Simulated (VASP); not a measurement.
# ZnS (F-43m) in VASP: single point with r2SCAN

Aim: the single point of ZnS with r2SCAN.

All numbers are computed with VASP 6.6.1; they aren't measurements. Logs are shortened: lines on timing, memory, paths and dates and some standing lists are left out, and cuts for length are marked.

### 1 The cell of the first run

Symmetry: F-43m, No. 216, cubic system. The conventional cell has a = 5.356 Å, b = 5.356 Å, c = 5.356 Å, α = 90.00°, β = 90.00°, γ = 90.00°. Zn (site symmetry -43m) has 4 S at 2.32 Å within 3.1 Å. S (site symmetry -43m) has 4 Zn at 2.32 Å within 3.1 Å.

### 2 Single point, r2SCAN

The input, POSCAR:

```
ZnS
1.0
   10.7125360000      0.0000000000      0.0000000000
    0.0000000000     10.7125360000      0.0000000000
    0.0000000000      0.0000000000     10.7125360000
Zn S
32 32
Direct
    0.0000000000      0.0000000000      0.0000000000
    0.0000000000      0.0000000000      0.5000000000
    0.0000000000      0.5000000000      0.0000000000
    0.0000000000      0.5000000000      0.5000000000
    0.5000000000      0.0000000000      0.0000000000
    0.5000000000      0.0000000000      0.5000000000
    0.5000000000      0.5000000000      0.0000000000
    0.5000000000      0.5000000000      0.5000000000
    0.2500000000      0.2500000000      0.0000000000
    0.2500000000      0.2500000000      0.5000000000
    0.2500000000      0.7500000000      0.0000000000
    0.2500000000      0.7500000000      0.5000000000
    0.7500000000      0.2500000000      0.0000000000
    0.7500000000      0.2500000000      0.5000000000
    0.7500000000      0.7500000000      0.0000000000
    0.7500000000      0.7500000000      0.5000000000
    0.2500000000      0.0000000000      0.2500000000
    0.2500000000      0.0000000000      0.7500000000
    0.2500000000      0.5000000000      0.2500000000
    0.2500000000      0.5000000000      0.7500000000
    0.7500000000      0.0000000000      0.2500000000
    0.7500000000      0.0000000000      0.7500000000
    0.7500000000      0.5000000000      0.2500000000
    0.7500000000      0.5000000000      0.7500000000
    0.0000000000      0.2500000000      0.2500000000
    0.0000000000      0.2500000000      0.7500000000
    0.0000000000      0.7500000000      0.2500000000
    0.0000000000      0.7500000000      0.7500000000
    0.5000000000      0.2500000000      0.2500000000
    0.5000000000      0.2500000000      0.7500000000
    0.5000000000      0.7500000000      0.2500000000
    0.5000000000      0.7500000000      0.7500000000
    0.1250000000      0.1250000000      0.1250000000
    0.1250000000      0.1250000000      0.6250000000
    0.1250000000      0.6250000000      0.1250000000
    0.1250000000      0.6250000000      0.6250000000
    0.6250000000      0.1250000000      0.1250000000
    0.6250000000      0.1250000000      0.6250000000
    0.6250000000      0.6250000000      0.1250000000
    0.6250000000      0.6250000000      0.6250000000
    0.3750000000      0.3750000000      0.1250000000
    0.3750000000      0.3750000000      0.6250000000
    0.3750000000      0.8750000000      0.1250000000
    0.3750000000      0.8750000000      0.6250000000
    0.8750000000      0.3750000000      0.1250000000
    0.8750000000      0.3750000000      0.6250000000
    0.8750000000      0.8750000000      0.1250000000
    0.8750000000      0.8750000000      0.6250000000
    0.3750000000      0.1250000000      0.3750000000
    0.3750000000      0.1250000000      0.8750000000
    0.3750000000      0.6250000000      0.3750000000
    0.3750000000      0.6250000000      0.8750000000
    0.8750000000      0.1250000000      0.3750000000
    0.8750000000      0.1250000000      0.8750000000
    0.8750000000      0.6250000000      0.3750000000
    0.8750000000      0.6250000000      0.8750000000
    0.1250000000      0.3750000000      0.3750000000
    0.1250000000      0.3750000000      0.8750000000
    0.1250000000      0.8750000000      0.3750000000
    0.1250000000      0.8750000000      0.8750000000
    0.6250000000      0.3750000000      0.3750000000
    0.6250000000      0.3750000000      0.8750000000
    0.6250000000      0.8750000000      0.3750000000
    0.6250000000      0.8750000000      0.8750000000
```

The input, INCAR.step1:

```
SYSTEM = ZnS
PREC     = Accurate       ! precision mode
ENCUT    = 520            ! plane-wave cutoff, eV
ISMEAR   = -1             ! smearing method
SIGMA    = 0.05           ! smearing width, eV
LREAL    = Auto         
LASPH    = .TRUE.         ! aspherical terms in the spheres
NELM     = 80             ! most SCF steps
NBANDS   = 326            ! bands
GGA      = PE             ! functional
ALGO     = Normal         ! electronic algorithm
EDIFF    = 1E-4           ! SCF threshold, eV
LWAVE    = .TRUE.         ! write WAVECAR
LCHARG   = .FALSE.        ! write CHGCAR
```

The input, INCAR.step2:

```
SYSTEM = ZnS
PREC     = Accurate       ! precision mode
ENCUT    = 520            ! plane-wave cutoff, eV
EDIFF    = 1E-6           ! SCF threshold, eV
ISMEAR   = -1             ! smearing method
SIGMA    = 0.05           ! smearing width, eV
LREAL    = Auto         
LASPH    = .TRUE.         ! aspherical terms in the spheres
NELM     = 80             ! most SCF steps
ALGO     = Normal         ! electronic algorithm
ISIF     = 2              ! what is computed and relaxed
LWAVE    = .FALSE.        ! write WAVECAR
LCHARG   = .FALSE.        ! write CHGCAR
METAGGA  = R2SCAN         ! meta-GGA
LMIXTAU  = .TRUE.       
NBANDS   = 326            ! bands
ISTART   = 1
```

The input, KPOINTS:

```
Automatic mesh
0
G
  1 1 1
  0 0 0
```

Potentials or basis: VASP PAW PBE potentials, release 64 (Zn, S).

Run with:

```
> cat potpaw_PBE.64/Zn/POTCAR potpaw_PBE.64/S/POTCAR > POTCAR
> cp INCAR.step1 INCAR
> mpirun -np 1 vasp_gam > vasp.out
> cp INCAR.step2 INCAR
> mpirun -np 1 vasp_gam > vasp.out
```

OUTCAR:

```text
SYSTEM = ZnS
   PREC = Accurate
   ENCUT = 520
   EDIFF = 1E-6
   ISMEAR = -1
   LREAL = Auto
   LASPH = .TRUE.
   NELM = 80
   ISIF = 2
   METAGGA = R2SCAN
   ISTART = 1

 ion  position               nearest neighbor table
   1  0.000  0.000  0.000-  33 2.32  47 2.32  54 2.32  60 2.32
   2  0.000  0.000  0.500-  34 2.32  48 2.32  53 2.32  59 2.32
   3  0.000  0.500  0.000-  35 2.32  45 2.32  56 2.32  58 2.32
   4  0.000  0.500  0.500-  36 2.32  46 2.32  55 2.32  57 2.32
   5  0.500  0.000  0.000-  37 2.32  43 2.32  50 2.32  64 2.32
   6  0.500  0.000  0.500-  38 2.32  44 2.32  49 2.32  63 2.32
[... 56 lines left out ...]
  63  0.625  0.875  0.375-   6 2.32  16 2.32  21 2.32  31 2.32
  64  0.625  0.875  0.875-   5 2.32  15 2.32  22 2.32  32 2.32

  LATTYP: Found a simple cubic cell.
 ALAT       =    10.7125360000

  Lattice vectors:

 A1 = (  10.7125360000,   0.0000000000,   0.0000000000)
 A2 = (   0.0000000000,  10.7125360000,   0.0000000000)
 A3 = (   0.0000000000,   0.0000000000,  10.7125360000)

Analysis of symmetry for initial positions (statically):
=====================================================================
 Subroutine PRICEL returns following result:

  LATTYP: Found a face centered cubic cell.
 ALAT       =     5.3562680000

  Lattice vectors:

 A1 = (   2.6781340000,  -2.6781340000,   0.0000000000)
 A2 = (   2.6781340000,   0.0000000000,   2.6781340000)
 A3 = (   0.0000000000,  -2.6781340000,   2.6781340000)

  32 primitive cells build up your supercell.

 Routine SETGRP: Setting up the symmetry group for a
 simple cubic supercell.

 Subroutine GETGRP returns: Found 24 space group operations
 (whereof 24 operations were pure point group operations)
 out of a pool of 48 trial point group operations.

The static configuration has the point symmetry T_d .

Analysis of symmetry for dynamics (positions and initial velocities):
=====================================================================
 Subroutine PRICEL returns following result:

  LATTYP: Found a face centered cubic cell.
 ALAT       =     5.3562680000

  Lattice vectors:

 A1 = (   2.6781340000,  -2.6781340000,   0.0000000000)
 A2 = (   2.6781340000,   0.0000000000,   2.6781340000)
 A3 = (   0.0000000000,  -2.6781340000,   2.6781340000)

  32 primitive cells build up your supercell.

 Routine SETGRP: Setting up the symmetry group for a
 simple cubic supercell.

 Subroutine GETGRP returns: Found 24 space group operations
 (whereof 24 operations were pure point group operations)
 out of a pool of 48 trial point group operations.

The dynamic configuration has the point symmetry T_d .

 Subroutine INISYM returns: Found 24 space group operations
 (whereof 24 operations are pure point group operations),
 and found    32 'primitive' translations

----------------------------------------------------------------------------------------

                                     Primitive cell

  volume of cell :      38.4173

  direct lattice vectors                    reciprocal lattice vectors
     2.678134000 -2.678134000  0.000000000     0.186697156 -0.186697156 -0.186697156
     2.678134000  0.000000000  2.678134000     0.186697156  0.186697156  0.186697156
     0.000000000 -2.678134000  2.678134000    -0.186697156 -0.186697156  0.186697156

  length of vectors
     3.787453425  3.787453425  3.787453425     0.323368959  0.323368959  0.323368959

  position of ions in fractional coordinates (direct lattice)
     0.000000000  0.000000000  0.000000000
     0.750000000  0.750000000  0.750000000

  ion indices of the primitive-cell ions
   primitive index   ion index
                 1           1
                 2          33

----------------------------------------------------------------------------------------

 KPOINTS: Automatic mesh

Automatic generation of k-mesh.
 Grid dimensions read from file:
 generate k-points for:    1    1    1

 Generating k-lattice:

  Cartesian coordinates                     Fractional coordinates (reciprocal lattice)
     0.093348578  0.000000000  0.000000000     1.000000000  0.000000000  0.000000000
     0.000000000  0.093348578  0.000000000     0.000000000  1.000000000  0.000000000
     0.000000000  0.000000000  0.093348578     0.000000000  0.000000000  1.000000000

  Length of vectors
     0.093348578  0.093348578  0.093348578

  Shift w.r.t. Gamma in fractional coordinates (k-lattice)
     0.000000000  0.000000000  0.000000000

 Subroutine IBZKPT returns following result:
 ===========================================

 Found      1 irreducible k-points:

 Following reciprocal coordinates:
            Coordinates               Weight
  0.000000  0.000000  0.000000      1.000000
   k-points           NKPTS =      1   k-points in BZ     NKDIM =      1   number of bands    NBANDS=    326
   number of dos      NEDOS =    301   number of ions     NIONS =     64
   total plane-waves  NPLWV = 512000
   dimension x,y,z NGX =    80 NGY =   80 NGZ =   80
   dimension x,y,z NGXF=   160 NGYF=  160 NGZF=  160
   ions per type =              32  32
   NGX,Y,Z   is equivalent  to a cutoff of  12.42, 12.42, 12.42 a.u.
   NGXF,Y,Z  is equivalent  to a cutoff of  24.83, 24.83, 24.83 a.u.
 SYSTEM =  ZnS
   PREC   = accura    normal or accurate (medium, high low for compatibility)
   ISTART =      1    job   : 0-new  1-cont  2-samecut
   ICHARG =      0    charge: 1-file 2-atom 10-const
   ISPIN  =      1    spin polarized calculation?
   LNONCOLLINEAR =      F non collinear calculations
   LSORBIT =      F    spin-orbit coupling
   LASPH  =      T    aspherical Exc in radial PAW
   ENCUT  =  520.0 eV  38.22 Ry    6.18 a.u.  19.92 19.92 19.92*2*pi/ulx,y,z
   NELM   =     80;   NELMIN=  2; NELMDL=  0     # of ELM steps
   EDIFF  = 0.1E-05   stopping-criterion for ELM
   LREAL  =      T    real-space projection
   EDIFFG = 0.1E-04   stopping-criterion for IOM
   NSW    =      0    number of steps for IOM
   IBRION =     -1    ionic relax: 0-MD 1-quasi-New 2-CG
   NFREE  =      0    steps in history (QN), initial steepest desc. (CG)
   ISIF   =      2    stress and relaxation
   ISYM   =      2    0-nonsym 1-usesym 2-fastsym
   POTIM  = 0.5000    time-step for ionic-motion
   TEBEG  =    0.0;   TEEND  =   0.0 temperature during run
   PSTRESS=    0.0 pullay stress
   NELECT =     576.0000    total number of electrons
   NUPDOWN=      -1.0000    fix difference up-down
   EMIN   =  10.00;   EMAX   =-10.00  energy-range for DOS
   EFERMI =   0.00;   METHOD = LEGACY
   ISMEAR =    -1;   SIGMA  =   0.05  broadening in eV -4-tet -1-fermi 0-gaus
   EFERMI_NEDOS =   21; number of points for ismear=-14 and -15
   IALGO  =     38    algorithm
   IMIX   =      4    mixing-type and parameters
     AMIX     =   0.40;   BMIX     =  1.00
     AMIX_MAG =   1.60;   BMIX_MAG =  1.00
  volume/ion in A,a.u.               =      19.21       129.63
  Fermi-wavevector in a.u.,A,eV,Ry     =   1.271520  2.402825 21.997415  1.616764
  Thomas-Fermi vector in A             =   2.404449
   LORBIT       =      0    0 simple, 1 ext, 2 COOP (PROOUT), +10 PAW based schemes
   METAGGA = R2SCAN    functional components
   LHFCALC =     F    Hartree Fock is set to
   AEXX    =    0.0000 exact exchange contribution
   IVDW    =     0    specifies the selected vdW correction
   LEPSILON=     F    determine dielectric tensor
   LRPA    =     F    only Hartree local field effects (RPA)
 non-spin polarized calculation
  energy-cutoff  :      520.00
  volume of cell :     1229.35
 maximum number of plane-waves:     16530
 NGX is ok and might be reduce to    80
   NGX = 39   NGY = 39   NGZ = 39

 number of electron     576.0001126 magnetization

 Free energy of the ion-electron system (eV)
  ---------------------------------------------------
  ext. energy  EPLUGINS =         0.00000000
  ---------------------------------------------------
  free energy    TOTEN  =      -602.12844463 eV

  energy without entropy =     -602.12844463  energy(sigma->0) =     -602.12844463

 E-fermi :   3.3689     XC(G=0): -10.4118

 val. band max:        2.1076290745   @ k =   0.0000   0.0000   0.0000
 cond. band min:       4.8986192383   @ k =   0.0000   0.0000   0.0000
 fundamental gap:      2.7909901638
 Fermi energy:         3.3688907686

 k-point     1 :       0.0000    0.0000    0.0000
  band No.  band energies     occupation
      1     -11.7611      2.00000
      2     -11.1559      2.00000
      3     -11.1559      2.00000
      4     -11.1559      2.00000
      5     -11.1559      2.00000
      6     -11.1559      2.00000
[... 292 lines left out ...]
    299       6.5700      0.00000
    300       6.9848      0.00000
 [bands above 300 left out]

------------------------ aborting loop because EDIFF is reached ----------------------------------------

  FORCE on cell =-STRESS in cart. coord.  units (eV):
  Direction    XX          YY          ZZ          XY          YZ          ZX
  --------------------------------------------------------------------------------------
  -------------------------------------------------------------------------------------
  Total       14.5284560     14.5284560     14.5284560      0.0000000     -0.0000000      0.0000000
  in kB       18.9344704     18.9344704     18.9344704      0.0000000     -0.0000000      0.0000000
  external PRESSURE =      18.9344704 kB  Pullay stress =       0.0000000 kB

 VOLUME and BASIS-vectors are now :
 -----------------------------------------------------------------------------
  energy-cutoff  :      520.00
  volume of cell :     1229.35
      direct lattice vectors                 reciprocal lattice vectors
    10.712536000  0.000000000  0.000000000     0.093348578  0.000000000  0.000000000
     0.000000000 10.712536000  0.000000000     0.000000000  0.093348578  0.000000000
     0.000000000  0.000000000 10.712536000     0.000000000  0.000000000  0.093348578

 POSITION                                       TOTAL-FORCE (eV/Angst)
 -----------------------------------------------------------------------------------
      0.00000      0.00000      0.00000         0.000000      0.000000     -0.000000
      0.00000      0.00000      5.35627        -0.000000     -0.000000     -0.000000
      0.00000      5.35627      0.00000         0.000000     -0.000000     -0.000000
      0.00000      5.35627      5.35627        -0.000000     -0.000000      0.000000
      5.35627      0.00000      0.00000        -0.000000      0.000000     -0.000000
      5.35627      0.00000      5.35627        -0.000000      0.000000      0.000000
[... 56 lines left out ...]
      6.69534      9.37347      4.01720        -0.000000     -0.000000     -0.000000
      6.69534      9.37347      9.37347         0.000000     -0.000000      0.000000
 -----------------------------------------------------------------------------------
    total drift:                               -0.000000     -0.000000      0.000000

  FREE ENERGIE OF THE ION-ELECTRON SYSTEM (eV)
  ---------------------------------------------------
  free  energy   TOTEN  =      -602.1284446273 eV

  energy  without entropy=     -602.1284446272  energy(sigma->0) =     -602.12844463
```

It took 33 min on 1 thread of AMD EPYC 7R43 (Zen 3), shared host; peak memory 1.1 GiB.

Results:

```
Free energy            : -602.1284 eV
Pressure               : 1.9 GPa
Band gap on the k mesh : 2.79 eV
```

Caveat: the k points lie up to 0.59 Å⁻¹ apart; the PAW data sets were made with another functional, which shifts forces and pressure a little; an odd mesh through Γ misses points on the zone boundary, where band edges can lie.
